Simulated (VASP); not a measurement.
# C in VASP: a series of runs, part 2 of 2

VASP 6.6.1. The steps go on from the part before.

## (3) Single point, LDA

Input file INCAR:

```
  PREC = Accurate
  ENCUT = 520
  EDIFF = 1E-6
  ISMEAR = 0
  SIGMA = 0.05
  LREAL = F
  LASPH = T
  NELM = 80
  ALGO = Normal
  ISIF = 2
  LWAVE = F
  LCHARG = T
  LELF = T
  LVHAR = T
  NBANDS = 11
```

Input file KPOINTS:

```
regular mesh
0
Gamma
  12 12 12
```

Input file POSCAR:

```
C
1.0
    0.0000000000      1.8121215719      1.6730671760
    1.8121215719      0.0000000000      1.6730671760
    1.8121215719      1.8121215719      0.0000000000
C
2
Direct
    0.5000000000      0.5000000000      0.5000000000
    0.7500000000      0.7500000000      0.7500000000
```

Potentials or basis: VASP PAW LDA potentials, release 64 (C).

Launch:

```console
> cat potpaw_LDA.64/C/POTCAR > POTCAR
> mpirun -np 1 vasp_std > vasp.out
```

OUTCAR:

```text
PREC = Accurate
   ENCUT = 520
   EDIFF = 1E-6
   ISMEAR = 0
   LREAL = F
   LASPH = T
   NELM = 80
   ISIF = 2

 ion  position               nearest neighbor table
   1  0.500  0.500  0.500-   2 1.53   2 1.53   2 1.53   2 1.53
   2  0.750  0.750  0.750-   1 1.53   1 1.53   1 1.53   1 1.53

  LATTYP: Found a body centered tetragonal cell.
 ALAT       =     2.5627269036
 C/A-ratio  =     1.3056929114

  Lattice vectors:

 A1 = (   0.0000000000,  -1.8121215719,  -1.6730671760)
 A2 = (   0.0000000000,   1.8121215719,  -1.6730671760)
 A3 = (   1.8121215719,   0.0000000000,   1.6730671760)

Analysis of symmetry for initial positions (statically):
=====================================================================
 Subroutine PRICEL returns:
 Original cell was already a primitive cell.

 Routine SETGRP: Setting up the symmetry group for a
 body centered tetragonal supercell.

 Subroutine GETGRP returns: Found 16 space group operations
 (whereof  8 operations were pure point group operations)
 out of a pool of 16 trial point group operations.

[... 165 lines left out ...]

 val. band max:       10.9546639732   @ k =   0.0000   0.0000   0.0000
 cond. band min:      13.1611306952   @ k =   0.4167   0.4167   0.0000
 fundamental gap:      2.2064667220
 Fermi energy:        11.1903021951

 k-point     1 :       0.0000    0.0000    0.0000
  band No.  band energies     occupation
      1     -11.5426      2.00000
      2       9.8294      2.00000
      3       9.8294      2.00000
      4      10.9547      2.00000
      5      15.2449      0.00000
      6      16.2290      0.00000
      7      16.2290      0.00000
      8      24.4221      0.00000
      9      29.7052      0.00000
     10      35.1040      0.00000
     11      36.4793      0.00000
[... 309 lines left out ...]
 k-point    24 :      -0.4167    0.1667    0.0000
  band No.  band energies     occupation
      1      -5.2685      2.00000
      2      -2.3202      2.00000
      3       5.5023      2.00000
      4       5.7685      2.00000
      5      16.7202      0.00000
      6      20.4122      0.00000
      7      22.5346      0.00000
      8      25.3027      0.00000
      9      29.6265      0.00000
     10      34.6183      0.00000
     11      35.0141      0.00000

 [... further k-points ...]
[... 5 lines left out ...]
  --------------------------------------------------------------------------------------
  -------------------------------------------------------------------------------------
  Total       -1.4111545     -1.4111545      3.3883724      0.0000000      0.0000000      0.0000000
  in kB     -205.7629123   -205.7629123    494.0645433      0.0000000      0.0000000      0.0000000
  external PRESSURE =      27.5129063 kB  Pullay stress =       0.0000000 kB

 VOLUME and BASIS-vectors are now :
 -----------------------------------------------------------------------------
  energy-cutoff  :      520.00
  volume of cell :       10.99
      direct lattice vectors                 reciprocal lattice vectors
     0.000000000  1.812121572  1.673067176    -0.275919678  0.275919678  0.298852316
     1.812121572  0.000000000  1.673067176     0.275919678 -0.275919678  0.298852316
     1.812121572  1.812121572  0.000000000     0.275919678  0.275919678 -0.298852316

 POSITION                                       TOTAL-FORCE (eV/Angst)
 -----------------------------------------------------------------------------------
      1.81212      1.81212      1.67307         0.000000      0.000000      0.000000
      2.71818      2.71818      2.50960        -0.000000     -0.000000      0.000000
 -----------------------------------------------------------------------------------
    total drift:                                0.000000     -0.000000      0.000000

  FREE ENERGIE OF THE ION-ELECTRON SYSTEM (eV)
  ---------------------------------------------------
  free  energy   TOTEN  =       -20.1132732543 eV

  energy  without entropy=      -20.1132732543  energy(sigma->0) =      -20.11327325
```

OSZICAR:

```text
N       E                     dE             d eps       ncg     rms          rms(c)
DAV:   1    -0.166042482000E+01   -0.16604E+01   -0.47431E+03  3805   0.695E+02
DAV:   2    -0.206528375702E+02   -0.18992E+02   -0.18480E+02  4703   0.128E+02
DAV:   3    -0.209741004279E+02   -0.32126E+00   -0.32076E+00  4168   0.126E+01
DAV:   4    -0.209746130844E+02   -0.51266E-03   -0.51264E-03  3854   0.646E-01
DAV:   5    -0.209746137696E+02   -0.68525E-06   -0.68526E-06  4119   0.214E-02    0.590E+00
DAV:   6    -0.203354288695E+02    0.63918E+00   -0.34135E-01  3696   0.408E+00    0.343E+00
DAV:   7    -0.201133739496E+02    0.22205E+00   -0.40389E-01  3875   0.444E+00    0.758E-01
DAV:   8    -0.201132875964E+02    0.86353E-04   -0.98328E-03  3829   0.821E-01    0.292E-02
DAV:   9    -0.201132718036E+02    0.15793E-04   -0.36953E-05  4060   0.473E-02    0.206E-02
DAV:  10    -0.201132733224E+02   -0.15189E-05   -0.21454E-06  3875   0.122E-02    0.476E-03
DAV:  11    -0.201132732543E+02    0.68129E-07   -0.84822E-08  1946   0.222E-03
   1 F= -.20113273E+02 E0= -.20113273E+02  d E =-.369068E-14
```

Run time: 27 s. Hardware: 1 thread of Intel Xeon 8259CL, shared host; peak memory 0.12 GiB.

Results:

- Free energy: -20.1133 eV
- Pressure: 2.8 GPa
- Band gap on the k mesh: 2.21 eV, indirect (least direct gap 4.29 eV)

Stress tensor (GPa, compression positive):
```
-20.58   0.00   0.00
  0.00 -20.58   0.00
  0.00   0.00  49.41
```

Caveat: the cell differs from its parent crystal (strain +e along x and -e along y +0.0000, strain +e along z and -e/2 along x and y -0.0525). A k mesh can miss the band edges.

## (4) Single point, LDA

Input file INCAR:

```
SYSTEM = C
PREC     = Accurate       ! precision mode
ENCUT    = 520            ! plane-wave cutoff, eV
EDIFF    = 1E-7           ! SCF threshold, eV
ISMEAR   = 0              ! smearing method
SIGMA    = 0.05           ! smearing width, eV
LREAL    = .FALSE.        ! projectors in reciprocal space
LASPH    = .TRUE.         ! aspherical terms in the spheres
NELM     = 80             ! most SCF steps
ALGO     = Normal         ! electronic algorithm
ISIF     = 2              ! what is computed and relaxed
LWAVE    = .FALSE.        ! write WAVECAR
LCHARG   = .FALSE.        ! write CHGCAR
GGA      = CA             ! functional
NBANDS   = 11             ! bands
```

Input file KPOINTS:

```
regular mesh
0
G
  12 12 12
  0 0 0
```

Input file POSCAR:

```
C
1.0
    0.0000000000      1.9688336689      1.8893740141
    1.4391026369      0.0000000000      1.8893740141
    1.4391026369      1.9688336689      0.0000000000
C
2
Direct
    0.5000000000      0.5000000000      0.5000000000
    0.7500000000      0.7500000000      0.7500000000
```

Launch:

```console
> cat potpaw_LDA.64/C/POTCAR > POTCAR
> mpirun -np 1 vasp_std > vasp.out
```

Run time: 49 s. Hardware: 1 thread of Intel Xeon 8259CL, shared host; peak memory 0.13 GiB.

It converged, with:

```yaml
Free_energy: -18.7192 eV
Pressure: 15.1 GPa
Band_gap_on_the_k_mesh: zero (band 4 reaches 13.02 eV, above the bottom of band 5 at 10.39 eV)
```

Stress tensor (GPa, compression positive):
```
141.09   0.00   0.00
  0.00 -79.17   0.00
  0.00   0.00 -16.58
```

Levels at points of the mesh, in eV from the Fermi level:
| k point | band 2 | band 3 | band 4 | band 5 | band 6 | band 7 |
| --- | --- | --- | --- | --- | --- | --- |
| (0.00, 0.00, 0.00) | -2.42 | -1.34 | 1.63 | 3.55 | 6.84 | 7.34 |
| (0.50, 0.00, 0.00) | -14.44 | -5.68 | -1.84 | 3.86 | 6.51 | 12.10 |
| (0.50, 0.50, 0.00) | -14.81 | -5.35 | -5.35 | 6.95 | 6.95 | 12.80 |
| (0.50, 0.00, 0.50) | -15.43 | -4.77 | -4.77 | 7.86 | 7.86 | 13.37 |
| (0.00, 0.50, 0.50) | -10.17 | -9.82 | -9.82 | -0.01 | -0.01 | 17.00 |

Caveat: the cell differs from its parent crystal (strain +e along x and -e along y -0.1500, strain +e along z and -e/2 along x and y +0.0700).

## (5) Summary

| cell | gap on the mesh (eV) | pressure (GPa) |
| --- | --- | --- |
| a = 2.476, b = 2.476, c = 2.541 Å, angles 59.1, 59.1, 61.7°, 2 atoms | 2.87 | 2.2 |
| a = 2.466, b = 2.466, c = 2.563 Å, angles 58.7, 58.7, 62.6°, 2 atoms | 2.21 | 2.8 |
| a = 2.729, b = 2.375, c = 2.439 Å, angles 69.0, 54.4, 56.6°, 2 atoms | none | 15.1 |

Alike in all rows: task single point; level LDA; potentials or basis VASP PAW LDA potentials, release 64 (C); no spin polarisation; k mesh 12 × 12 × 12; cutoff (eV) 520; smearing gaussian 0.05 eV.

Absolute energies hang on the potentials; compare differences alone.
